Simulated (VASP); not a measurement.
# TiSi2 (Immm) in VASP: a series of runs, part 2 of 2

VASP 6.6.1. The steps go on from the part before.

## Step 5: Single point, LDA (atoms shifted along a free coordinate)

The input, INCAR:

```
  PREC = Accurate
  ENCUT = 520
  EDIFF = 1E-6
  ISMEAR = 0
  SIGMA = 0.15
  LREAL = F
  LASPH = T
  NELM = 80
  ALGO = Normal
  ISIF = 2
  LWAVE = F
  LCHARG = T
  GGA = CA
  LELF = T
  LVHAR = T
  NBANDS = 17
```

The input, KPOINTS:

```
Automatic mesh
0
Gamma
  18 18 18
```

The input, POSCAR:

```
TiSi2
1.0
   -1.4142358918      1.6390264877      4.0241028366
    1.4142358918     -1.6390264877      4.0241028366
    1.4142358918      1.6390264877     -4.0241028366
Ti Si
1 2
Direct
    0.0000000000      0.0000000000      0.0000000000
    0.3248867003      0.3248867003      0.0000000000
    0.6751132997      0.6751132997      0.0000000000
```

On the command line:

```console
$ cat potpaw_LDA.64/Ti_sv/POTCAR potpaw_LDA.64/Si/POTCAR > POTCAR
$ mpirun -np 1 vasp_std > vasp.out
```

Wall time 14 min (1 thread of Intel Xeon Platinum 8488C (Sapphire Rapids), shared host); peak memory 0.59 GiB.

Results (log left out):

```yaml
Free_energy: -21.7803 eV
Pressure: 15.7 GPa
Largest_force: 0.573 eV/Å
Band_gap_on_the_k_mesh: zero (bands 10 and 11 overlap by 2.56 eV)
```

Forces in eV/Å, atoms in the order of the input:
```
Ti   0.000  0.000  0.000
Si   0.000  0.000  0.573
Si   0.000  0.000 -0.573
```

Stress tensor (GPa, compression positive):
```
14.71  0.00  0.00
 0.00 14.71  0.00
 0.00  0.00 17.70
```

Levels at points of the mesh, in eV from the Fermi level:
```
           k point  band 7  band 8  band 9  band 10  band 11  band 12  band 13  band 14
(0.00, 0.00, 0.00)   -3.92   -2.51   -0.76     0.72     2.11     2.77     3.89     4.43
(0.50, 0.00, 0.00)   -4.44   -3.85   -0.82     1.12     2.24     3.04     4.25     4.69
(0.00, 0.50, 0.00)   -3.60   -3.48   -0.99    -0.60     0.97     2.85     3.95     4.86
(0.50, 0.50, 0.00)   -5.62   -4.66   -3.24    -1.49    -0.31     3.17     3.42     3.47
(0.50, 0.50, 0.50)   -1.59   -1.45   -0.64     0.53     2.22     2.65     2.85     4.30
```

Caveat: the cell differs from its parent crystal (atoms shifted along a free coordinate); the cell stands under pressure.

## Step 6: Single point, LDA (atoms shifted along a free coordinate)

The input, INCAR:

```
ALGO = Normal ; EDIFF = 1E-7
ENCUT = 520 ; GGA = CA
ISIF = 2 ; ISMEAR = 0
LASPH = T ; LCHARG = F
LREAL = F ; LWAVE = F
NBANDS = 17 ; NELM = 100
PREC = Accurate ; SIGMA = 0.15
```

The input, KPOINTS:

```
k-points
0
Gamma
  18 18 18
```

The input, POSCAR:

```
TiSi2
1.0
   -1.4142358918      1.6390264877      4.0241028366
    1.4142358918     -1.6390264877      4.0241028366
    1.4142358918      1.6390264877     -4.0241028366
Ti Si
1 2
Direct
    0.0000000000      0.0000000000      0.0000000000
    0.3128021428      0.3128021428      0.0000000000
    0.6871978572      0.6871978572      0.0000000000
```

Potentials or basis: VASP PAW LDA potentials, release 64 (Ti_sv, Si).

On the command line:

```console
$ cat potpaw_LDA.64/Ti_sv/POTCAR potpaw_LDA.64/Si/POTCAR > POTCAR
$ mpirun -np 1 vasp_std > vasp.out
```

Run time: 13 min. Hardware: 1 thread of Intel Xeon Platinum 8488C (Sapphire Rapids), shared host; peak memory 0.6 GiB.

It converged, with:

| Quantity | Value |
| --- | --- |
| Free energy | -21.5400 eV |
| Pressure | 18.1 GPa |
| Largest force | 1.899 eV/Å |
| Band gap on the k mesh | zero (bands 10 and 11 overlap by 2.35 eV) |

Forces in eV/Å, atoms in the order of the input:
```
Ti   0.000  0.000  0.000
Si   0.000  0.000  1.899
Si   0.000  0.000 -1.899
```

Stress tensor (GPa, compression positive):
```
17.49  0.00  0.00
 0.00 14.61  0.00
 0.00  0.00 22.15
```

Levels at points of the mesh, in eV from the Fermi level:
| k point | band 6 | band 7 | band 8 | band 9 | band 10 | band 11 | band 12 | band 13 | band 14 | band 15 |
| --- | --- | --- | --- | --- | --- | --- | --- | --- | --- | --- |
| (0.00, 0.00, 0.00) | -4.64 | -4.05 | -2.98 | -0.71 | 0.37 | 1.56 | 2.76 | 4.24 | 4.24 | 4.29 |
| (0.50, 0.00, 0.00) | -10.18 | -4.27 | -3.86 | -0.89 | 1.19 | 2.10 | 2.96 | 4.12 | 4.95 | 5.23 |
| (0.00, 0.50, 0.00) | -8.97 | -3.36 | -3.35 | -0.91 | -0.69 | 0.83 | 2.19 | 3.66 | 4.94 | 5.26 |
| (0.50, 0.50, 0.00) | -6.58 | -6.13 | -5.11 | -3.42 | -1.47 | 0.01 | 2.69 | 3.21 | 3.31 | 4.02 |
| (0.50, 0.50, 0.50) | -8.65 | -2.01 | -1.83 | -0.93 | 0.51 | 2.12 | 2.14 | 2.84 | 4.22 | 4.26 |

Caveat: the cell differs from its parent crystal (atoms shifted along a free coordinate); the cell stands under pressure; forces of over 1 eV/Å act on the atoms, so gaps and moduli don't describe the material at rest.

## Step 7: Single point, LDA (atoms shifted along a free coordinate)

The input, INCAR:

```
  PREC = Accurate
  ENCUT = 520
  EDIFF = 1E-7
  ISMEAR = 0
  SIGMA = 0.15
  LREAL = F
  LASPH = T
  NELM = 60
  ALGO = Normal
  ISIF = 2
  LWAVE = F
  LCHARG = F
  GGA = CA
  NBANDS = 17
```

The input, KPOINTS:

```
Automatic mesh
0
Gamma
  18 18 18
```

The input, POSCAR:

```
TiSi2
1.0
   -1.4142358918      1.6390264877      4.0241028366
    1.4142358918     -1.6390264877      4.0241028366
    1.4142358918      1.6390264877     -4.0241028366
Ti Si
1 2
Direct
    0.0000000000      0.0000000000      0.0000000000
    0.3369712579      0.3369712579      0.0000000000
    0.6630287421      0.6630287421      0.0000000000
```

Potentials or basis: VASP PAW LDA potentials, release 64 (Ti_sv, Si).

On the command line:

```console
$ cat potpaw_LDA.64/Ti_sv/POTCAR potpaw_LDA.64/Si/POTCAR > POTCAR
$ mpirun -np 1 vasp_std > vasp.out
```

OUTCAR:

```text
PREC = Accurate
   ENCUT = 520
   EDIFF = 1E-7
   ISMEAR = 0
   LREAL = F
   LASPH = T
   NELM = 60
   ISIF = 2
   GGA = CA

 ion  position               nearest neighbor table
   1  0.000  0.000  0.000-   3 2.53   2 2.53   3 2.53   2 2.53   3 2.53   2 2.53   2 2.53   3 2.53
                             2 2.71   3 2.71
   2  0.337  0.337  0.000-   1 2.53   1 2.53   1 2.53   1 2.53   3 2.58   3 2.58   3 2.58   3 2.58
                             3 2.62   1 2.71
   3  0.663  0.663  0.000-   1 2.53   1 2.53   1 2.53   1 2.53   2 2.58   2 2.58   2 2.58   2 2.58
                             2 2.62   1 2.71

  LATTYP: Found a body centered orthorhombic cell.
 ALAT       =     2.8284717836
 B/A-ratio  =     1.1589484450
 C/A-ratio  =     2.8454254767

  Lattice vectors:

 A1 = (  -1.4142358918,   1.6390264877,   4.0241028366)
 A2 = (   1.4142358918,  -1.6390264877,   4.0241028366)
 A3 = (   1.4142358918,   1.6390264877,  -4.0241028366)

Analysis of symmetry for initial positions (statically):
=====================================================================
 Subroutine PRICEL returns:
 Original cell was already a primitive cell.

 Routine SETGRP: Setting up the symmetry group for a
 body centered orthorhombic supercell.

 Subroutine GETGRP returns: Found  8 space group operations
 (whereof  8 operations were pure point group operations)
 out of a pool of  8 trial point group operations.

The static configuration has the point symmetry D_2h.

Analysis of symmetry for dynamics (positions and initial velocities):
=====================================================================
 Subroutine PRICEL returns:
 Original cell was already a primitive cell.

 Routine SETGRP: Setting up the symmetry group for a
 body centered orthorhombic supercell.

 Subroutine GETGRP returns: Found  8 space group operations
[... 121 lines left out ...]
   EFERMI_NEDOS =   21; number of points for ismear=-14 and -15
   IALGO  =     38    algorithm
   IMIX   =      4    mixing-type and parameters
     AMIX     =   0.40;   BMIX     =  1.00
     AMIX_MAG =   1.60;   BMIX_MAG =  1.00
  volume/ion in A,a.u.               =      12.44        83.93
  Fermi-wavevector in a.u.,A,eV,Ry     =   1.329860  2.513071 24.062273  1.768527
  Thomas-Fermi vector in A             =   2.458990
   LORBIT       =      0    0 simple, 1 ext, 2 COOP (PROOUT), +10 PAW based schemes
   GGA     = CA    functional components
   LHFCALC =     F    Hartree Fock is set to
   AEXX    =    0.0000 exact exchange contribution
   IVDW    =     0    specifies the selected vdW correction
   LEPSILON=     F    determine dielectric tensor
   LRPA    =     F    only Hartree local field effects (RPA)
 non-spin polarized calculation
 Gauss-broadening in eV      SIGMA  =   0.15
  energy-cutoff  :      520.00
  volume of cell :       37.31
 maximum number of plane-waves:      1022
 NGX is ok and might be reduce to    36
   NGX = 17   NGY = 17   NGZ = 17

 number of electron      19.9999999 magnetization

 Free energy of the ion-electron system (eV)
  ---------------------------------------------------
  ext. energy  EPLUGINS =         0.00000000
  ---------------------------------------------------
  free energy    TOTEN  =       -21.76350323 eV

  energy without entropy =      -21.75042137  energy(sigma->0) =      -21.75696230

 E-fermi :  11.4668     XC(G=0): -12.4320

 val. band max:       11.4665384878   @ k =  -0.2222  -0.3333   0.0556
 cond. band min:      11.4685338047   @ k =   0.3333   0.2778   0.0000
 fundamental gap:      0.0019953169
 Fermi energy:        11.4668358629

 k-point     1 :       0.0000    0.0000    0.0000
  band No.  band energies     occupation
      1     -43.6052      2.00000
      2     -20.3751      2.00000
      3     -20.3487      2.00000
      4     -20.0097      2.00000
      5      -1.6846      2.00000
      6       6.0519      2.00000
[... 457 lines left out ...]
      4     -20.0189      2.00000
      5      -0.4522      2.00000
      6       4.9278      2.00000
[... 9 lines left out ...]
     16      19.9268      0.00000
     17      19.9894      0.00000

 [... further k-points ...]

------------------------ aborting loop because EDIFF is reached ----------------------------------------

  FORCE on cell =-STRESS in cart. coord.  units (eV):
  Direction    XX          YY          ZZ          XY          YZ          ZX
  --------------------------------------------------------------------------------------
  -------------------------------------------------------------------------------------
  Total        3.4285627      4.3174469      3.7294168      0.0000000      0.0000000      0.0000000
  in kB      147.2264329    185.3961447    160.1454552      0.0000000      0.0000000      0.0000000
  external PRESSURE =     164.2560110 kB  Pullay stress =       0.0000000 kB

 VOLUME and BASIS-vectors are now :
 -----------------------------------------------------------------------------
  energy-cutoff  :      520.00
  volume of cell :       37.31
      direct lattice vectors                 reciprocal lattice vectors
    -1.414235892  1.639026488  4.024102837     0.000000000  0.305059133  0.124251298
     1.414235892 -1.639026488  4.024102837     0.353547808  0.000000000  0.124251298
     1.414235892  1.639026488 -4.024102837     0.353547808  0.305059133  0.000000000

 POSITION                                       TOTAL-FORCE (eV/Angst)
 -----------------------------------------------------------------------------------
      0.00000      0.00000      0.00000         0.000000      0.000000     -0.000000
      0.00000      0.00000      2.71201        -0.000000     -0.000000     -0.757995
      0.00000      0.00000      5.33619         0.000000      0.000000      0.757995
 -----------------------------------------------------------------------------------
    total drift:                               -0.000000     -0.000000      0.000000

  FREE ENERGIE OF THE ION-ELECTRON SYSTEM (eV)
  ---------------------------------------------------
  free  energy   TOTEN  =       -21.7635032320 eV

  energy  without entropy=      -21.7504213665  energy(sigma->0) =      -21.75696230
```

Wall time 14 min (1 thread of Intel Xeon Platinum 8488C (Sapphire Rapids), shared host); peak memory 0.59 GiB.

What came out:

- Free energy: -21.7635 eV
- Pressure: 16.4 GPa
- Largest force: 0.758 eV/Å
- Band gap on the k mesh: zero (bands 10 and 11 overlap by 2.85 eV)

Forces in eV/Å, atoms in the order of the input:
```
Ti   0.000  0.000  0.000
Si   0.000  0.000 -0.758
Si   0.000  0.000  0.758
```

Levels at points of the mesh, in eV from the Fermi level:
| k point | band 8 | band 9 | band 10 | band 11 | band 12 | band 13 |
| --- | --- | --- | --- | --- | --- | --- |
| (0.00, 0.00, 0.00) | -2.08 | -0.88 | 1.01 | 2.70 | 2.72 | 3.41 |
| (0.50, 0.00, 0.00) | -3.94 | -0.76 | 0.92 | 2.35 | 3.03 | 4.30 |
| (0.00, 0.50, 0.00) | -3.71 | -1.22 | -0.49 | 1.08 | 3.49 | 4.16 |
| (0.50, 0.50, 0.00) | -4.18 | -2.95 | -1.55 | -0.68 | 3.46 | 3.74 |
| (0.50, 0.50, 0.50) | -0.92 | -0.29 | 0.51 | 2.28 | 2.80 | 3.09 |

Caveat: the cell differs from its parent crystal (atoms shifted along a free coordinate); the cell stands under pressure.

## Step 8: Overview

```tsv
cell	gap on the mesh (eV)	pressure (GPa)	largest force (eV/Å)
a = 4.613 Å, angles 143.9, 138.0, 56.6°, 3 atoms, atomic positions A	none	11.9	1.75
a = 4.613 Å, angles 143.9, 138.0, 56.6°, 3 atoms, atomic positions B	none	14.5	1.98
a = 4.613 Å, angles 143.9, 138.0, 56.6°, 3 atoms, atomic positions C	none	10.5	1.14
a = 4.569 Å, angles 143.9, 138.0, 56.6°, 3 atoms, atomic positions D	none	15.7	0.57
a = 4.569 Å, angles 143.9, 138.0, 56.6°, 3 atoms, atomic positions A	none	18.1	1.90
a = 4.569 Å, angles 143.9, 138.0, 56.6°, 3 atoms, atomic positions E	none	16.4	0.76
```

Alike in all rows: task single point; level LDA; potentials or basis VASP PAW LDA potentials, release 64 (Ti_sv, Si); no spin polarisation; k mesh 18 × 18 × 18; cutoff (eV) 520; smearing gaussian 0.15 eV.

Caveats: the cell stands under pressure; forces of over 1 eV/Å act on the atoms, so gaps and moduli don't describe the material at rest (at least some runs).

Total energies depend on the potentials used, so only differences within one code and one set of settings carry meaning.
